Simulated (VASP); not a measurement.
A run of VASP 6.6.1:

The input INCAR:

```
PREC = Accurate
ENCUT = 520
EDIFF = 1E-7
ISMEAR = 0
SIGMA = 0.02
LREAL = F
LASPH = T
NELM = 100
ALGO = Normal
ISIF = 2
LWAVE = F
LCHARG = F
GGA = PE
NBANDS = 16
```

Contents of KPOINTS:

```
regular mesh
0
Gamma
  8 8 8
```

POSCAR

```
CuI
1.0
    0.0000000000      2.9449526601      2.9449526601
    2.9449526601      0.0000000000      2.9449526601
    2.9449526601      2.9449526601      0.0000000000
Cu I
1 1
Direct
    0.2500000000      0.2500000000      0.2500000000
    0.0000000000      0.0000000000      0.0000000000
```

Potentials or basis: VASP PAW PBE potentials, release 64 (Cu, I).

The run is started by

```console
$ cat potpaw_PBE.64/Cu/POTCAR potpaw_PBE.64/I/POTCAR > POTCAR
$ mpirun -np 1 vasp_std > vasp.out
```

Hardware: 1 thread of Intel(R) Xeon(R) Platinum 8259CL CPU @ 2.50GHz (Skylake/Cascade Lake), with other jobs on the host.

Problem. How long does it take, and how much memory?

Solution. It took 21 s on 1 thread of Intel(R) Xeon(R) Platinum 8259CL CPU @ 2.50GHz (Skylake/Cascade Lake), with other jobs on the host, peak memory 0.18 GiB. Counts: scf iterations 16, k points 29.
